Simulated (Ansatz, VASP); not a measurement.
KZnF3 in VASP and in Ansatz

File INCAR:

```
ALGO = Normal
EDIFF = 1E-6
ENCUT = 520
GGA = CA
ISIF = 2
ISMEAR = 0
LASPH = T
LCHARG = F
LREAL = F
LWAVE = F
NBANDS = 29
NELM = 80
PREC = Accurate
SIGMA = 0.05
```

KPOINTS

```
k-points
0
Gamma
  6 6 6
```

The input POSCAR:

```
KZnF3
1.0
    3.7108543247      0.0000000000      0.0000000000
    0.0000000000      3.7108543247      0.0000000000
    0.0000000000      0.0000000000      4.8241106220
K Zn F
1 1 3
Direct
    0.0000000000      0.0000000000      0.0000000000
    0.5000000000      0.5000000000      0.5000000000
    0.5000000000      0.5000000000      0.0000000000
    0.0000000000      0.5000000000      0.5000000000
    0.5000000000      0.0000000000      0.5000000000
```

Input for Ansatz:

```yaml
crystal:
  lattice:
    - [3.7108543247, 0.0, 0.0]
    - [0.0, 3.7108543247, 0.0]
    - [0.0, 0.0, 4.824110622]
  atoms:
    - { symbol: K, position: [0.0, 0.0, 0.0] }
    - { symbol: Zn, position: [0.5, 0.5, 0.5] }
    - { symbol: F, position: [0.5, 0.5, 0.0] }
    - { symbol: F, position: [0.0, 0.5, 0.5] }
    - { symbol: F, position: [0.5, 0.0, 0.5] }
basis:
  ecutwfc: 420
kpoints:
  mp_grid: { grid: [6, 6, 6] }
hamiltonian:
  xc: lda
scf:
  occupations: { method: gaussian, width: 0.05 }
output:
  forces: true
  stress: true
  eigenvalues: true
```

Alike in both runs: task single point; functional LDA; k mesh 6 × 6 × 6; occupations gaussian, width 0.05 eV; no spin polarisation.

```csv
,VASP,Ansatz
version,VASP 6.6.1,Ansatz 0.2.0
potentials or method,"VASP PAW LDA potentials, release 64 (K_sv, Zn, F), cutoff 520 eV","scalar-relativistic, plane waves, PAW"
valence electrons in the cell,42,42
```

```tsv
	VASP	Ansatz	Ansatz less VASP
gap on the k mesh at the Fermi level (eV)	2.88	2.92	+0.043
least direct gap on the mesh (eV)	5.12	5.14	+0.019
pressure (GPa)	3.8	3.1	-0.70
traceless stress, the component that is largest in VASP (GPa)	-12.96	-12.21	+0.754
```

LDA's correlation is that of Perdew and Zunger in VASP and of Perdew and Wang (1992) in Ansatz.
